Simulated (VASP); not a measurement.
Wanted: the native input for a VASP 6.6.1 run.

* Task: single point
* Functional: BLYP
* Potentials or basis: VASP PAW PBE potentials, release 64 (Hf_pv, O)
* Cutoff: 520 eV
* k mesh: 4 × 4 × 4
* Occupations: fermi-dirac, width 0.05 eV
* Spin: no spin polarisation
* Dipole correction: no
* Further INCAR settings: ALGO = Normal; EDIFF = 1e-07; NBANDS = 56

The structure of HfO2 lies in POSCAR:

```
HfO2
1.0
    5.2138238467      0.0000000000     -0.0142468210
    0.0000000000      5.2368523075      0.0000000000
   -0.8892534134      0.0000000000      5.3477712550
Hf O
4 8
Direct
    0.2741976127      0.4577723560      0.7088897741
    0.7258023873      0.9577723560      0.7911102259
    0.7258023873      0.5422276440      0.2911102259
    0.2741976127      0.0422276440      0.2088897741
    0.0641121352      0.1783321363      0.8544680322
    0.9358878648      0.6783321363      0.6455319678
    0.9358878648      0.8216678637      0.1455319678
    0.0641121352      0.3216678637      0.3544680322
    0.4510507936      0.7436612256      0.9727593292
    0.5489492064      0.2436612256      0.5272406708
    0.5489492064      0.2563387744      0.0272406708
    0.4510507936      0.7563387744      0.4727593292
```

These files were run (other wordings do the same):

INCAR

```
SYSTEM = HfO2
AGGAC = 1.0
AGGAX = 1.0
ALDAC = 0.0
ALDAX = 1.0
ALGO = Normal
EDIFF = 1E-7
ENCUT = 520
GGA = B5
ISIF = 2
ISMEAR = -1
LASPH = .True.
LCHARG = .False.
LREAL = .False.
LWAVE = .False.
NBANDS = 56
NELM = 100
PREC = Accurate
SIGMA = 0.05
```

KPOINTS

```
k-points
0
Gamma
  4 4 4
  0 0 0
```

Potentials or basis: VASP PAW PBE potentials, release 64 (Hf_pv, O).

Launch:

```sh
$ cat potpaw_PBE.64/Hf_pv/POTCAR potpaw_PBE.64/O/POTCAR > POTCAR
$ mpirun -np 1 vasp_std > vasp.out
```

Results of the run:

| Property | Result |
| --- | --- |
| Pressure | -2.2 GPa |
| Largest force | 0.063 eV/Å |
| Band gap on the k mesh | 4.04 eV, indirect (least direct gap 4.11 eV) |

Caveat: the PAW data sets were made with another functional, which shifts forces and pressure a little; spin-orbit coupling is left out, which moves the levels of the heavy elements.

It took 8.3 min on 1 thread of Oxide Virtual Turin-like Processor (shared host), peak memory 0.3 GiB.
